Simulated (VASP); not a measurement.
# Al2TlGa2B5Sb10 (P1) in VASP: notebook

Al2TlGa2B5Sb10 is run at these levels: PBE; tasks: single point.

All numbers are computed with VASP 6.6.1; they aren't measurements. Logs are shortened: lines on timing, memory, paths and dates and some standing lists are left out, and cuts for length are marked.

### 1 The cell of the first run

The typed cell holds 20 atoms: a = 7.119 Å, b = 7.017 Å, c = 10.830 Å, α = 84.01°, β = 70.77°, γ = 71.71°.

### 2 Single point, PBE

INCAR

```
SYSTEM = Al2TlGa2B5Sb10
  PREC = Accurate
  ENCUT = 520
  EDIFF = 1E-6
  ISMEAR = 0
  SIGMA = 0.1
  LREAL = Auto
  LASPH = .TRUE.
  NELM = 80
  ALGO = Normal
  ISIF = 2
  LWAVE = .FALSE.
  LCHARG = .TRUE.
  GGA = PE
  LELF = .TRUE.
  LVHAR = .TRUE.
  NBANDS = 71
  ISYM = 0
```

KPOINTS

```
Automatic mesh
0
Gamma
  2 2 2
  0.5 0.5 0.5
```

POSCAR

```
Al2TlGa2B5Sb10
1.0
    2.9605065867      2.9570873743      5.7598577447
   -2.8927665266     -2.8994969238      5.6971924895
    8.7090389832     -5.7543809837      2.8862723784
B Al Ga Sb Tl
5 2 2 10 1
Direct
    0.6132122565     -0.0026567139      0.7927653529
    0.2949046081      0.5042885768      0.3839152692
    0.7867853236     -0.0017759011      0.4269096798
    0.6981110420      0.4990893574      0.6018820426
    0.5119823588      0.5033438850      0.9883923001
    0.9929199081      0.0006386086      0.0170918876
    0.8873954342      0.5013126911      0.2252785862
    0.2088141221     -0.0055193114      0.5938964243
    0.3990652939      1.0037669475      0.1940919588
    0.5986492685      0.8633865766      0.6089772289
    0.5277066452      0.3574432247      0.7972707047
    0.9433957301      0.9009034053      0.8045102268
    0.4114594681      0.8588584069     -0.0278186252
    0.7587364351      0.8924524860      0.2436280160
    0.6379312398      0.3635552355      0.4326174202
    0.1528241637      0.8569180603      0.3965163699
    0.0629628359      0.3820659740      0.5491071391
    0.8359269988      0.3942617280      1.0148461925
    0.2995413010      0.4026970147      0.1840661409
    0.1189271184      0.4818592421      0.7786297598
```

Potentials or basis: VASP PAW PBE potentials, release 64 (B, Al, Ga_d, Sb, Tl_d).

Run with:

```
> cat potpaw_PBE.64/B/POTCAR potpaw_PBE.64/Al/POTCAR potpaw_PBE.64/Ga_d/POTCAR potpaw_PBE.64/Sb/POTCAR potpaw_PBE.64/Tl_d/POTCAR > POTCAR
> mpirun -np 1 vasp_std > vasp.out
```

OUTCAR:

```text
SYSTEM = Al2TlGa2B5Sb10
   PREC = Accurate
   ENCUT = 520
   EDIFF = 1E-6
   ISMEAR = 0
   LREAL = Auto
   LASPH = .TRUE.
   NELM = 80
   ISIF = 2
   GGA = PE
   ISYM = 0

 ion  position               nearest neighbor table
   1  0.613  0.997  0.793-  12 2.28  13 2.33  10 2.33  11 2.41
   2  0.295  0.504  0.384-  17 2.30  19 2.34  16 2.36  15 2.54
   3  0.787  0.998  0.427-  14 2.28  10 2.29  16 2.40  15 2.45
   4  0.698  0.499  0.602-  17 2.35  11 2.36  15 2.36  10 2.43
   5  0.512  0.503  0.988-  18 2.30  19 2.35  11 2.36  13 2.37
   6  0.993  0.001  0.017-  12 2.63  18 2.64  14 2.66  13 2.72
   7  0.887  0.501  0.225-  14 2.61  18 2.64  15 2.67  19 2.69
   8  0.209  0.994  0.594-  12 2.61  16 2.63  17 2.64  10 2.69
   9  0.399  0.004  0.194-  14 2.65  16 2.66  19 2.66  13 2.67
  10  0.599  0.863  0.609-   3 2.29   1 2.33   4 2.43   8 2.69  13 3.71  14 3.74
  11  0.528  0.357  0.797-   5 2.36   4 2.36   1 2.41  20 2.83  12 3.63  15 3.76  18 3.78
  12  0.943  0.901  0.805-   1 2.28   8 2.61   6 2.63  20 2.81  11 3.63  13 3.71
  13  0.411  0.859  0.972-   1 2.33   5 2.37   9 2.67   6 2.72  12 3.71  10 3.71
  14  0.759  0.892  0.244-   3 2.28   7 2.61   9 2.65   6 2.66  16 3.63  10 3.74
  15  0.638  0.364  0.433-   4 2.36   3 2.45   2 2.54   7 2.67  17 3.68  11 3.76
  16  0.153  0.857  0.397-   2 2.36   3 2.40   8 2.63   9 2.66  14 3.63  17 3.71
  17  0.063  0.382  0.549-   2 2.30   4 2.35   8 2.64  20 2.83  15 3.68  16 3.71  19 3.76
  18  0.836  0.394  0.015-   5 2.30   6 2.64   7 2.64  20 2.83  19 3.64  11 3.78
  19  0.300  0.403  0.184-   2 2.34   5 2.35   9 2.66   7 2.69  18 3.64  17 3.76
  20  0.119  0.482  0.779-  12 2.81  17 2.83  11 2.83  18 2.83

IMPORTANT INFORMATION: All symmetrisations will be switched off!
NOSYMM: (Re-)initialisation of all symmetry stuff for point group C_1.

----------------------------------------------------------------------------------------

                                     Primitive cell

  volume of cell :     485.0187

  direct lattice vectors                    reciprocal lattice vectors
     2.960506587  2.957087374  5.759857745     0.050338429  0.119513714  0.086384122
    -2.892766527 -2.899496924  5.697192489    -0.085933548 -0.085806999  0.088221906
     8.709038983 -5.754380984  2.886272378     0.069168029 -0.069128265 -0.000061475

  length of vectors
     7.119334676  7.016636149 10.830089047     0.155819453  0.150101700  0.097790271

  position of ions in fractional coordinates (direct lattice)
     0.613212256  0.997343286  0.792765353
     0.294904608  0.504288577  0.383915269
     0.786785324  0.998224099  0.426909680
     0.698111042  0.499089357  0.601882043
     0.511982359  0.503343885  0.988392300
     0.992919908  0.000638609  0.017091888
[... 12 lines left out ...]
     0.299541301  0.402697015  0.184066141
     0.118927118  0.481859242  0.778629760

  ion indices of the primitive-cell ions
   primitive index   ion index
                 1           1
                 2           2
                 3           3
                 4           4
                 5           5
                 6           6
[... 12 lines left out ...]
                19          19
                20          20

----------------------------------------------------------------------------------------

 KPOINTS: Automatic mesh

Automatic generation of k-mesh.
 Grid dimensions read from file:
 generate k-points for:    2    2    2

 Generating k-lattice:

  Cartesian coordinates                     Fractional coordinates (reciprocal lattice)
     0.025169215  0.059756857  0.043192061     0.500000000  0.000000000 -0.000000000
    -0.042966774 -0.042903500  0.044110953     0.000000000  0.500000000 -0.000000000
     0.034584014 -0.034564132 -0.000030737    -0.000000000  0.000000000  0.500000000

  Length of vectors
     0.077909726  0.075050850  0.048895135

  Shift w.r.t. Gamma in fractional coordinates (k-lattice)
     0.500000000  0.500000000  0.500000000

 Subroutine IBZKPT returns following result:
 ===========================================

 Found      4 irreducible k-points:

 Following reciprocal coordinates:
            Coordinates               Weight
  0.250000  0.250000  0.250000      2.000000
 -0.250000  0.250000  0.250000      2.000000
  0.250000 -0.250000  0.250000      2.000000
 -0.250000 -0.250000  0.250000      2.000000
   k-points           NKPTS =      4   k-points in BZ     NKDIM =      4   number of bands    NBANDS=     71
   number of dos      NEDOS =    301   number of ions     NIONS =     20
   total plane-waves  NPLWV = 244944
   dimension x,y,z NGX =    54 NGY =   54 NGZ =   84
   dimension x,y,z NGXF=   108 NGYF=  108 NGZF=  168
   ions per type =               5   2   2  10   1
   NGX,Y,Z   is equivalent  to a cutoff of  12.61, 12.79, 12.89 a.u.
   NGXF,Y,Z  is equivalent  to a cutoff of  25.22, 25.59, 25.79 a.u.
 SYSTEM =  Al2TlGa2B5Sb10
   PREC   = accura    normal or accurate (medium, high low for compatibility)
   ISTART =      0    job   : 0-new  1-cont  2-samecut
   ICHARG =      2    charge: 1-file 2-atom 10-const
   ISPIN  =      1    spin polarized calculation?
   LNONCOLLINEAR =      F non collinear calculations
   LSORBIT =      F    spin-orbit coupling
   LASPH  =      T    aspherical Exc in radial PAW
   ENCUT  =  520.0 eV  38.22 Ry    6.18 a.u.  13.24 13.05 20.14*2*pi/ulx,y,z
   NELM   =     80;   NELMIN=  2; NELMDL= -5     # of ELM steps
   EDIFF  = 0.1E-05   stopping-criterion for ELM
   LREAL  =      T    real-space projection
   EDIFFG = 0.1E-04   stopping-criterion for IOM
   NSW    =      0    number of steps for IOM
   IBRION =     -1    ionic relax: 0-MD 1-quasi-New 2-CG
   NFREE  =      0    steps in history (QN), initial steepest desc. (CG)
   ISIF   =      2    stress and relaxation
   ISYM   =      0    0-nonsym 1-usesym 2-fastsym
   POTIM  = 0.5000    time-step for ionic-motion
   TEBEG  =    0.0;   TEEND  =   0.0 temperature during run
   PSTRESS=    0.0 pullay stress
   NELECT =     110.0000    total number of electrons
   NUPDOWN=      -1.0000    fix difference up-down
   EMIN   =  10.00;   EMAX   =-10.00  energy-range for DOS
   EFERMI =   0.00;   METHOD = LEGACY
   ISMEAR =     0;   SIGMA  =   0.10  broadening in eV -4-tet -1-fermi 0-gaus
   EFERMI_NEDOS =   21; number of points for ismear=-14 and -15
   IALGO  =     38    algorithm
   IMIX   =      4    mixing-type and parameters
     AMIX     =   0.40;   BMIX     =  1.00
     AMIX_MAG =   1.60;   BMIX_MAG =  1.00
  volume/ion in A,a.u.               =      24.25       163.65
  Fermi-wavevector in a.u.,A,eV,Ry     =   0.998358  1.886623 13.561177  0.996718
  Thomas-Fermi vector in A             =   2.130576
   LORBIT       =      0    0 simple, 1 ext, 2 COOP (PROOUT), +10 PAW based schemes
   GGA     = PE    functional components
   LHFCALC =     F    Hartree Fock is set to
   AEXX    =    0.0000 exact exchange contribution
   IVDW    =     0    specifies the selected vdW correction
   LEPSILON=     F    determine dielectric tensor
   LRPA    =     F    only Hartree local field effects (RPA)
 non-spin polarized calculation
 Gauss-broadening in eV      SIGMA  =   0.10
  energy-cutoff  :      520.00
  volume of cell :      485.02
 maximum number of plane-waves:     13067
 NGX is ok and might be reduce to    54
   NGX = 27   NGY = 27   NGZ = 41

 number of electron     110.0000007 magnetization

 Free energy of the ion-electron system (eV)
  ---------------------------------------------------
  ext. energy  EPLUGINS =         0.00000000
  ---------------------------------------------------
  free energy    TOTEN  =       -84.79297694 eV

  energy without entropy =      -84.79297694  energy(sigma->0) =      -84.79297694

 E-fermi :   5.9497     XC(G=0):  -9.3445

 val. band max:        5.4693140927   @ k =  -0.2500  -0.2500   0.2500
 cond. band min:       6.4074487251   @ k =   0.2500   0.2500   0.2500
 fundamental gap:      0.9381346324
 Fermi energy:         5.9496762413

 k-point     1 :       0.2500    0.2500    0.2500
  band No.  band energies     occupation
      1      -9.1221      2.00000
      2      -9.1132      2.00000
      3      -9.1072      2.00000
      4      -9.0984      2.00000
      5      -9.0933      2.00000
      6      -9.0752      2.00000
[... 59 lines left out ...]
     66       8.2949      0.00000
     67       8.4560      0.00000

 k-point     2 :      -0.2500    0.2500    0.2500
  band No.  band energies     occupation
      1      -9.1222      2.00000
      2      -9.1132      2.00000
      3      -9.1070      2.00000
      4      -9.0985      2.00000
      5      -9.0933      2.00000
      6      -9.0750      2.00000
[... 59 lines left out ...]
     66       8.5461      0.00000
     67       8.8187      0.00000

 k-point     3 :       0.2500   -0.2500    0.2500
  band No.  band energies     occupation
      1      -9.1222      2.00000
      2      -9.1133      2.00000
      3      -9.1071      2.00000
      4      -9.0984      2.00000
      5      -9.0934      2.00000
      6      -9.0750      2.00000
[... 59 lines left out ...]
     66       8.7253      0.00000
     67       8.8458      0.00000

 k-point     4 :      -0.2500   -0.2500    0.2500
  band No.  band energies     occupation
      1      -9.1222      2.00000
      2      -9.1132      2.00000
      3      -9.1071      2.00000
      4      -9.0986      2.00000
      5      -9.0932      2.00000
      6      -9.0752      2.00000
[... 59 lines left out ...]
     66       8.3550      0.00000
     67       8.4932      0.00000
 [bands above 67 left out]

------------------------ aborting loop because EDIFF is reached ----------------------------------------

  FORCE on cell =-STRESS in cart. coord.  units (eV):
  Direction    XX          YY          ZZ          XY          YZ          ZX
  --------------------------------------------------------------------------------------
  -------------------------------------------------------------------------------------
  Total        0.5194575      0.5211030      0.5306065     -0.0039684      0.1608783      0.0195989
  in kB        1.7159403      1.7213759      1.7527691     -0.0131088      0.5314344      0.0647416
  external PRESSURE =       1.7300284 kB  Pullay stress =       0.0000000 kB

 VOLUME and BASIS-vectors are now :
 -----------------------------------------------------------------------------
  energy-cutoff  :      520.00
  volume of cell :      485.02
      direct lattice vectors                 reciprocal lattice vectors
     2.960506587  2.957087374  5.759857745     0.050338429  0.119513714  0.086384122
    -2.892766527 -2.899496924  5.697192489    -0.085933548 -0.085806999  0.088221906
     8.709038983 -5.754380984  2.886272378     0.069168029 -0.069128265 -0.000061475

 POSITION                                       TOTAL-FORCE (eV/Angst)
 -----------------------------------------------------------------------------------
      5.83456     -5.64035     11.50221        -0.021170     -0.021231     -0.006635
      2.75781     -2.79932      5.67972         0.007257      0.014066      0.006372
      3.15963     -3.02436     11.45102        -0.008517     -0.009911      0.019438
      5.86483     -2.84619      8.60162        -0.011118     -0.012799     -0.004906
      8.66762     -5.63305      8.66936        -0.024735     -0.012375     -0.013909
      3.08655      2.83595      5.77205         0.017282     -0.000262     -0.003294
[... 12 lines left out ...]
      1.32492     -1.34104      4.55082         0.010071      0.017394     -0.002324
      5.73930     -5.52600      5.67759        -0.001394     -0.000271      0.017353
 -----------------------------------------------------------------------------------
    total drift:                                0.010840      0.014977      0.008081

  FREE ENERGIE OF THE ION-ELECTRON SYSTEM (eV)
  ---------------------------------------------------
  free  energy   TOTEN  =       -84.7929769433 eV

  energy  without entropy=      -84.7929769433  energy(sigma->0) =      -84.79297694
```

Run time: 2.6 min. Hardware: 1 thread of Intel Xeon 6975P-C (Granite Rapids), shared host; peak memory 0.58 GiB.

Results:

```
Free energy            : -84.7930 eV
Pressure               : 0.2 GPa
Largest force          : 0.042 eV/Å
Band gap on the k mesh : 0.94 eV (least direct gap 0.96 eV)
```

Forces on the atoms (eV/Å):
```
B   -0.021 -0.021 -0.007
B    0.007  0.014  0.006
B   -0.009 -0.010  0.019
B   -0.011 -0.013 -0.005
B   -0.025 -0.012 -0.014
Al   0.017  0.000 -0.003
Al   0.003  0.014 -0.009
Ga   0.017 -0.003 -0.013
Ga  -0.016 -0.001  0.011
Sb   0.011 -0.008 -0.024
Sb  -0.001 -0.010 -0.013
Sb   0.014  0.035  0.009
Sb   0.008 -0.018 -0.002
Sb  -0.002 -0.008 -0.007
Sb   0.000 -0.006 -0.015
Sb  -0.004  0.006  0.013
Sb   0.008 -0.004  0.006
Sb  -0.005  0.028  0.031
Sb   0.010  0.017 -0.002
Tl  -0.001  0.000  0.017
```

Stress tensor (GPa, compression positive):
```
0.17 0.00 0.01
0.00 0.17 0.05
0.01 0.05 0.18
```

Levels at points of the mesh, in eV from the valence-band top:
```
           k point  band 53  band 54  band 55  band 56  band 57  band 58
(0.25, 0.25, 0.25)    -0.35    -0.25    -0.05     0.94     1.34     1.63
```

Caveat: spin-orbit coupling is left out, which moves the levels of the heavy elements; a shifted mesh leaves out Γ, where band edges can lie.

(Continued in part 2 of 2.)
